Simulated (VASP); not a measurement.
# CaSe (Fm-3m) in VASP: further runs, part 2 of 2

VASP 6.6.1.

### 4 Relaxation of cell and atoms, r2SCAN, target pressure 10 GPa, at which the enthalpy is minimised

POSCAR

```
CaSe
1.0
    2.9673799591      2.9673799591      0.0000000000
   -2.9673799591      2.9673799591      0.0000000000
    0.0000000000      2.9673799591      2.9673799591
Ca Se
1 1
Direct
    0.0000000000      0.0000000000      0.0000000000
    0.5000000000      0.5000000000      0.0000000000
```

INCAR.step1

```
PREC = Accurate
ENCUT = 600
ISMEAR = 0
SIGMA = 0.01
LREAL = F
LASPH = T
NELM = 60
GGA = PE
ALGO = Normal
EDIFF = 1E-4
LWAVE = T
LCHARG = F
```

INCAR.step2

```
PREC = Accurate
ENCUT = 600
EDIFF = 1E-6
ISMEAR = 0
SIGMA = 0.01
LREAL = F
LASPH = T
NELM = 60
ALGO = Normal
ISIF = 3
LWAVE = F
LCHARG = F
METAGGA = R2SCAN
LMIXTAU = T
IBRION = 2
NSW = 100
EDIFFG = -0.002
PSTRESS = 100.0
ISTART = 1
```

KPOINTS

```
Automatic mesh
0
Gamma
  8 8 8
```

Potentials or basis: VASP PAW PBE potentials, release 64 (Ca_sv, Se).

Launch:

```console
cat potpaw_PBE.64/Ca_sv/POTCAR potpaw_PBE.64/Se/POTCAR > POTCAR
cp INCAR.step1 INCAR
mpirun -np 1 vasp_std > vasp.out
cp INCAR.step2 INCAR
mpirun -np 1 vasp_std > vasp.out
```

OUTCAR:

```text
PREC = Accurate
   ENCUT = 600
   EDIFF = 1E-6
   ISMEAR = 0
   LREAL = F
   LASPH = T
   NELM = 60
   ISIF = 3
   METAGGA = R2SCAN
   IBRION = 2
   NSW = 100
   EDIFFG = -0.002
   PSTRESS = 100.0
   ISTART = 1

 ion  position               nearest neighbor table
   1  0.000  0.000  0.000-   2 2.97   2 2.97   2 2.97   2 2.97   2 2.97   2 2.97
   2  0.500  0.500  0.000-   1 2.97   1 2.97   1 2.97   1 2.97   1 2.97   1 2.97

  LATTYP: Found a face centered cubic cell.
 ALAT       =     5.9347599182

  Lattice vectors:

 A1 = (   0.0000000000,   2.9673799591,   2.9673799591)
 A2 = (   2.9673799591,   0.0000000000,   2.9673799591)
 A3 = (   2.9673799591,   2.9673799591,   0.0000000000)

Analysis of symmetry for initial positions (statically):
=====================================================================
 Subroutine PRICEL returns:
 Original cell was already a primitive cell.

[... 184 lines left out ...]
      3     -19.3216      2.00000
      4     -19.3216      2.00000
      5     -10.0441      2.00000
      6       2.1154      2.00000
      7       2.1154      2.00000
      8       2.1154      2.00000
      9       6.1955      0.00000
     10       6.3454      0.00000
     11       6.3454      0.00000
     12       6.3455      0.00000
[... 534 lines left out ...]
--------------------------------------- Ionic step        6  -------------------------------------------

 number of electron      16.0000001 magnetization

 Free energy of the ion-electron system (eV)
  ---------------------------------------------------
  ext. energy  EPLUGINS =         0.00000000
  ---------------------------------------------------
  free energy    TOTEN  =       -25.78774924 eV

  energy without entropy =      -25.78774924  energy(sigma->0) =      -25.78774924

 E-fermi :   3.2522     XC(G=0): -10.1724

 val. band max:        3.1463950832   @ k =   0.0000   0.0000   0.0000
 cond. band min:       5.2691141343   @ k =   0.5000   0.5000   0.0000
 fundamental gap:      2.1227190511
 Fermi energy:         3.2521569655

 k-point     1 :       0.0000    0.0000    0.0000
  band No.  band energies     occupation
      1     -37.7792      2.00000
      2     -17.9171      2.00000
      3     -17.9171      2.00000
      4     -17.9171      2.00000
      5      -9.5535      2.00000
      6       3.1464      2.00000
      7       3.1464      2.00000
      8       3.1464      2.00000
      9       7.2745      0.00000
     10       7.2745      0.00000
     11       7.2745      0.00000
     12       8.0986      0.00000
[... 378 lines left out ...]
  energy  without entropy=      -25.7877492412  energy(sigma->0) =      -25.78774924

  enthalpy is  TOTEN    =       -22.9479771793 eV   P V=        2.8397720619

 reached required accuracy - stopping structural energy minimisation
```

OSZICAR.step1:

```text
N       E                     dE             d eps       ncg     rms          rms(c)
DAV:   1     0.115270154552E+03    0.11527E+03   -0.82650E+03   696   0.137E+03
DAV:   2    -0.403422348705E+01   -0.11930E+03   -0.11510E+03   760   0.298E+02
DAV:   3    -0.923864402433E+01   -0.52044E+01   -0.51584E+01   900   0.594E+01
DAV:   4    -0.962449078675E+01   -0.38585E+00   -0.38523E+00  1248   0.128E+01
DAV:   5    -0.962653322374E+01   -0.20424E-02   -0.20421E-02   864   0.975E-01    0.425E+00
DAV:   6    -0.948704123490E+01    0.13949E+00   -0.29149E-01   888   0.285E+00    0.257E+00
DAV:   7    -0.948038500908E+01    0.66562E-02   -0.13772E-01  1056   0.247E+00    0.768E-01
DAV:   8    -0.948373673884E+01   -0.33517E-02   -0.14618E-02   852   0.101E+00    0.868E-02
DAV:   9    -0.948404412999E+01   -0.30739E-03   -0.10338E-03   896   0.289E-01    0.722E-02
DAV:  10    -0.948419806718E+01   -0.15394E-03   -0.29747E-04   884   0.150E-01    0.213E-02
DAV:  11    -0.948419335534E+01    0.47118E-05   -0.11534E-04   580   0.113E-01
   1 F= -.94841934E+01 E0= -.94841934E+01  d E =-.281523E-45
```

Wall time 11 min (1 thread of AMD EPYC 9R45 (Zen 5), shared host); peak memory 0.2 GiB.

Results:

```
Free energy                                            : -25.7877 eV
Relaxed volume                                         : 22.75 Å³/atom
Relaxed cell                                           : a = 4.007 Å, b = 4.007 Å, c = 4.007 Å, α = 60.00°, β = 60.00°, γ = 90.00°
Space group after relaxing (to 0.05 Å)                 : Fm-3m (No. 225)
Energy change on relaxing (the enthalpy is what falls) : +96.5 meV/atom
Ionic steps                                            : 6
Pressure after relaxing                                : 10.0 GPa
Band gap on the k mesh                                 : 2.12 eV, indirect (least direct gap 3.20 eV)
```

Step by step:
```tsv
step	energy change (eV)	largest force (eV/Å)	pressure (GPa)	volume (Å³)
1	0.0000	0.0000	0.25	52.26
2	0.6041	0.0000	20.96	41.13
3	0.1889	0.0000	9.87	45.57
4	0.1968	0.0000	10.12	45.44
5	0.1905	0.0000	9.92	45.54
6	0.1931	0.0000	10.01	45.50
```

Final structure:
```cif
data_structure
_symmetry_space_group_name_H-M 'P 1'
_symmetry_Int_Tables_number 1
_cell_length_a 4.0072
_cell_length_b 4.0072
_cell_length_c 4.0072
_cell_angle_alpha 60.000
_cell_angle_beta 60.000
_cell_angle_gamma 90.000
_cell_volume 45.50
loop_
_atom_site_label
_atom_site_type_symbol
_atom_site_fract_x
_atom_site_fract_y
_atom_site_fract_z
_atom_site_occupancy
Ca1 Ca 0.00000 0.00000 0.00000 1
Se1 Se 0.50000 0.50000 0.00000 1
```

Caveat: the cell is relaxed towards a set pressure, so the enthalpy falls and the energy may rise; the PAW data sets were made with another functional, which shifts forces and pressure a little. r2SCAN opens gaps a little over a GGA but as a rule still falls short of measured ones.

### 5 Relaxation of cell and atoms, r2SCAN, target pressure 15 GPa, at which the enthalpy is minimised

POSCAR is that of step 4.

INCAR.step1

```
SYSTEM = CaSe
ALGO     = Normal         ! electronic algorithm
EDIFF    = 1E-4           ! SCF threshold, eV
ENCUT    = 600            ! plane-wave cutoff, eV
GGA      = PE             ! functional
ISMEAR   = 0              ! smearing method
LASPH    = .TRUE.         ! aspherical terms in the spheres
LCHARG   = .FALSE.        ! write CHGCAR
LREAL    = .FALSE.        ! projectors in reciprocal space
LWAVE    = .TRUE.         ! write WAVECAR
NELM     = 100            ! most SCF steps
PREC     = Accurate       ! precision mode
SIGMA    = 0.01           ! smearing width, eV
```

INCAR.step2

```
SYSTEM = CaSe
ALGO     = Normal         ! electronic algorithm
EDIFF    = 1E-7           ! SCF threshold, eV
EDIFFG   = -0.002         ! ionic threshold
ENCUT    = 600            ! plane-wave cutoff, eV
IBRION   = 2              ! ionic algorithm
ISIF     = 3              ! what is computed and relaxed
ISMEAR   = 0              ! smearing method
ISTART   = 1            
LASPH    = .TRUE.         ! aspherical terms in the spheres
LCHARG   = .FALSE.        ! write CHGCAR
LMIXTAU  = .TRUE.       
LREAL    = .FALSE.        ! projectors in reciprocal space
LWAVE    = .FALSE.        ! write WAVECAR
METAGGA  = R2SCAN         ! meta-GGA
NELM     = 100            ! most SCF steps
NSW      = 100            ! ionic steps
PREC     = Accurate       ! precision mode
PSTRESS  = 150.0        
SIGMA    = 0.01           ! smearing width, eV
```

KPOINTS

```
k-points
0
G
  8 8 8
  0 0 0
```

Launch:

```console
cat potpaw_PBE.64/Ca_sv/POTCAR potpaw_PBE.64/Se/POTCAR > POTCAR
cp INCAR.step1 INCAR
mpirun -np 1 vasp_std > vasp.out
cp INCAR.step2 INCAR
mpirun -np 1 vasp_std > vasp.out
```

Wall time 14 min (1 thread of AMD EPYC 9R45 (Zen 5), shared host); peak memory 0.19 GiB.

The run converged. Its results:

```yaml
Free_energy: -25.6140 eV
Relaxed_volume: 21.63 Å³/atom
Relaxed_cell: a = 3.940 Å, b = 3.940 Å, c = 3.940 Å, α = 60.00°, β = 60.00°, γ = 90.00°
Space_group_after_relaxing_to_0.05_Å: Fm-3m (No. 225)
Energy_change_on_relaxing_the_enthalpy_is_what_falls: +183.4 meV/atom
Ionic_steps: 7
Pressure_after_relaxing: 15.0 GPa
Band_gap_on_the_k_mesh: 1.94 eV, indirect (least direct gap 3.06 eV)
```

The path:
| step | energy change (eV) | largest force (eV/Å) | pressure (GPa) | volume (Å³) |
| --- | --- | --- | --- | --- |
| 1 | 0.0000 | 0.0000 | 0.25 | 52.26 |
| 2 | 1.5620 | 0.0000 | 41.91 | 36.09 |
| 3 | 0.3422 | 0.0000 | 14.35 | 43.52 |
| 4 | 0.3627 | 0.0000 | 14.90 | 43.30 |
| 5 | 0.3785 | 0.0000 | 15.32 | 43.13 |
| 6 | 0.3556 | 0.0000 | 14.71 | 43.38 |
| 7 | 0.3668 | 0.0000 | 15.01 | 43.25 |

Final structure:
```
Ca Se
1.0
     2.78612    2.78612    0.00000
    -2.78612    2.78612    0.00000
     0.00000    2.78612    2.78612
Ca Se
1 1
Direct
  0.00000 0.00000 0.00000
  0.50000 0.50000 0.00000
```

Levels at points of the mesh, in eV from the valence-band top:
| k point | band 5 | band 6 | band 7 | band 8 | band 9 | band 10 | band 11 | band 12 |
| --- | --- | --- | --- | --- | --- | --- | --- | --- |
| (0.00, 0.00, 0.00) | -12.92 | 0.00 | 0.00 | 0.00 | 4.06 | 4.06 | 4.06 | 4.84 |
| (0.50, 0.00, 0.00) | -11.76 | -4.04 | -1.65 | -1.65 | 5.41 | 6.52 | 6.52 | 6.59 |
| (0.50, 0.50, 0.00) | -12.10 | -3.02 | -1.12 | -1.12 | 1.94 | 5.85 | 6.65 | 7.22 |

Caveat: the cell is relaxed towards a set pressure, so the enthalpy falls and the energy may rise; the volume moved by over 15 % at a fixed basis, so the end points are rough; the PAW data sets were made with another functional, which shifts forces and pressure a little. A k mesh can miss the band edges.

### 6 Overview

| cell | gap on the mesh (eV) | pressure (GPa) |
| --- | --- | --- |
| relaxed to 4 GPa | 2.36 | 4.0 |
| relaxed to 7 GPa | 2.24 | 7.0 |
| relaxed to 10 GPa | 2.12 | 10.0 |
| relaxed to 15 GPa | 1.94 | 15.0 |

Alike in all rows: task relaxation of cell and atoms; level r2SCAN; potentials or basis VASP PAW PBE potentials, release 64 (Ca_sv, Se); no spin polarisation; k mesh 8 × 8 × 8; cutoff (eV) 600; smearing gaussian 0.01 eV.

Caveats: the cell is relaxed towards a set pressure, so the enthalpy falls and the energy may rise; the PAW data sets were made with another functional, which shifts forces and pressure a little; the volume moved by over 15 % at a fixed basis, so the end points are rough (some runs).

Absolute energies hang on the potentials; compare differences alone.
